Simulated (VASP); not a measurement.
# AlSn2C4 (F-43m) in VASP: a series of runs, part 2 of 2

VASP 6.6.1. The steps go on from the part before.

**3. Relaxation of cell and atoms, PBE**

File INCAR:

```
SYSTEM = AlSn2C4
PREC = Accurate ; ENCUT = 600
EDIFF = 1E-6 ; ISMEAR = 0
SIGMA = 0.1 ; LREAL = .False.
LASPH = .True. ; NELM = 100
ALGO = Normal ; ISIF = 3
LWAVE = .False. ; LCHARG = .False.
GGA = PE ; IBRION = 2
NSW = 100 ; EDIFFG = -0.01
```

File KPOINTS:

```
regular mesh
0
Gamma
  8 8 8
  0 0 0
```

File POSCAR:

```
AlSn2C4
1.0
    0.0000000000      4.8063689903      4.8063689903
    4.8063689903      0.0000000000      4.8063689903
    4.8063689903      4.8063689903      0.0000000000
Al Sn C
1 2 4
Direct
    0.7500000000      0.7500000000      0.7500000000
    0.2500000000      0.2500000000      0.2500000000
    0.0000000000      0.0000000000      0.0000000000
    0.1249920935      0.6250237196      0.1249920935
    0.1249920935      0.1249920935      0.1249920935
    0.6250237196      0.1249920935      0.1249920935
    0.1249920935      0.1249920935      0.6250237196
```

Potentials or basis: VASP PAW PBE potentials, release 64 (Al, Sn_d, C).

On the command line:

```console
cat potpaw_PBE.64/Al/POTCAR potpaw_PBE.64/Sn_d/POTCAR potpaw_PBE.64/C/POTCAR > POTCAR
mpirun -np 1 vasp_std > vasp.out
```

OUTCAR:

```text
SYSTEM = AlSn2C4
   PREC = Accurate
   ENCUT = 600
   EDIFF = 1E-6
   ISMEAR = 0
   LREAL = .False.
   LASPH = .True.
   NELM = 100
   ISIF = 3
   GGA = PE
   IBRION = 2
   NSW = 100
   EDIFFG = -0.01

 ion  position               nearest neighbor table
   1  0.750  0.750  0.750-
   2  0.250  0.250  0.250-   5 2.08   4 2.08   6 2.08   7 2.08
   3  0.000  0.000  0.000-   4 2.08   6 2.08   7 2.08   5 2.08
   4  0.125  0.625  0.125-   3 2.08   2 2.08
   5  0.125  0.125  0.125-   3 2.08   2 2.08
   6  0.625  0.125  0.125-   3 2.08   2 2.08
   7  0.125  0.125  0.625-   3 2.08   2 2.08

  LATTYP: Found a face centered cubic cell.
 ALAT       =     9.6127379806

  Lattice vectors:

 A1 = (   0.0000000000,   4.8063689903,   4.8063689903)
 A2 = (   4.8063689903,   0.0000000000,   4.8063689903)
 A3 = (   4.8063689903,   4.8063689903,   0.0000000000)

Analysis of symmetry for initial positions (statically):
[... 188 lines left out ...]
 fundamental gap:      0.0164642747
 Fermi energy:         0.4131417796

 k-point     1 :       0.0000    0.0000    0.0000
  band No.  band energies     occupation
      1     -20.4395      2.00000
      2     -20.4395      2.00000
      3     -20.4395      2.00000
      4     -20.4049      2.00000
      5     -20.4049      2.00000
      6     -20.4049      2.00000
[... 733 lines left out ...]
     27       1.1170      0.00000
     28       2.5713      0.00000

 [... further k-points ...]

------------------------ aborting loop because EDIFF is reached ----------------------------------------

  FORCE on cell =-STRESS in cart. coord.  units (eV):
  Direction    XX          YY          ZZ          XY          YZ          ZX
  --------------------------------------------------------------------------------------
  -------------------------------------------------------------------------------------
  Total       -0.0353287     -0.0353287     -0.0353287      0.0000000      0.0000000      0.0000000
  in kB       -0.2548922     -0.2548922     -0.2548922      0.0000000      0.0000000      0.0000000
  external PRESSURE =      -0.2548922 kB  Pullay stress =       0.0000000 kB

 VOLUME and BASIS-vectors are now :
 -----------------------------------------------------------------------------
  energy-cutoff  :      600.00
  volume of cell :      222.07
      direct lattice vectors                 reciprocal lattice vectors
     0.000000000  4.806368990  4.806368990    -0.104028634  0.104028634  0.104028634
     4.806368990  0.000000000  4.806368990     0.104028634 -0.104028634  0.104028634
     4.806368990  4.806368990  0.000000000     0.104028634  0.104028634 -0.104028634

 POSITION                                       TOTAL-FORCE (eV/Angst)
 -----------------------------------------------------------------------------------
      7.20955      7.20955      7.20955        -0.000000      0.000000     -0.000000
      2.40318      2.40318      2.40318        -0.000000      0.000000      0.000000
      0.00000      0.00000      0.00000        -0.000000      0.000000     -0.000000
      3.60485      1.20152      3.60485         0.002417     -0.002417      0.002417
      1.20152      1.20152      1.20152        -0.002417     -0.002417     -0.002417
      1.20152      3.60485      3.60485        -0.002417      0.002417      0.002417
      3.60485      3.60485      1.20152         0.002417      0.002417     -0.002417
 -----------------------------------------------------------------------------------
    total drift:                               -0.000000     -0.000000     -0.000000

  FREE ENERGIE OF THE ION-ELECTRON SYSTEM (eV)
  ---------------------------------------------------
  free  energy   TOTEN  =       -27.4393881157 eV

  energy  without entropy=      -27.3961111305  energy(sigma->0) =      -27.41774962

 reached required accuracy - stopping structural energy minimisation
```

OSZICAR:

```text
N       E                     dE             d eps       ncg     rms          rms(c)
DAV:   1     0.413348180392E+03    0.41335E+03   -0.22505E+04  1624   0.183E+03
DAV:   2     0.302123788175E+02   -0.38314E+03   -0.37361E+03  1796   0.433E+02
DAV:   3    -0.267642577594E+02   -0.56977E+02   -0.56034E+02  2120   0.167E+02
DAV:   4    -0.309199557887E+02   -0.41557E+01   -0.36497E+01  2008   0.405E+01
DAV:   5    -0.311752777370E+02   -0.25532E+00   -0.24563E+00  2352   0.896E+00    0.113E+01
DAV:   6    -0.273933484667E+02    0.37819E+01   -0.23755E+01  2404   0.223E+01    0.452E+00
DAV:   7    -0.274484484348E+02   -0.55100E-01   -0.12040E+00  1844   0.548E+00    0.253E+00
DAV:   8    -0.274406240485E+02    0.78244E-02   -0.21835E-01  2348   0.280E+00    0.422E-01
DAV:   9    -0.274369281915E+02    0.36959E-02   -0.24635E-02  2144   0.126E+00    0.192E-01
DAV:  10    -0.274383168440E+02   -0.13887E-02   -0.10858E-02  2408   0.616E-01    0.964E-02
DAV:  11    -0.274391985491E+02   -0.88171E-03   -0.14592E-03  2192   0.311E-01    0.196E-02
DAV:  12    -0.274393649067E+02   -0.16636E-03   -0.17666E-04  2040   0.137E-01    0.175E-02
DAV:  13    -0.274393871475E+02   -0.22241E-04   -0.27481E-05  1904   0.413E-02    0.500E-03
DAV:  14    -0.274393881157E+02   -0.96812E-06   -0.90863E-06  2036   0.311E-02
   1 F= -.27439388E+02 E0= -.27417750E+02  d E =-.274394E+02
```

Wall time 5.9 min (1 thread of Intel Xeon Platinum 8259CL at 2.50GHz (Skylake/Cascade Lake), shared host); peak memory 0.51 GiB.

Results:

```yaml
Free_energy: -27.4394 eV
Pressure_after_relaxing: 0.0 GPa
Band_gap_on_the_k_mesh: zero (an odd number of electrons rules out a gap without spin polarisation)
```

Final structure:
```
Al Sn C
1.0
     0.00000    4.80637    4.80637
     4.80637    0.00000    4.80637
     4.80637    4.80637    0.00000
Al Sn C
1 2 4
Direct
  0.75000 0.75000 0.75000
  0.25000 0.25000 0.25000
  0.00000 0.00000 0.00000
  0.12499 0.62502 0.12499
  0.12499 0.12499 0.12499
  0.62502 0.12499 0.12499
  0.12499 0.12499 0.62502
```

Caveat: the relaxation stopped at its first step, so nothing moved; spin-orbit coupling is left out, which moves the levels of the heavy elements.
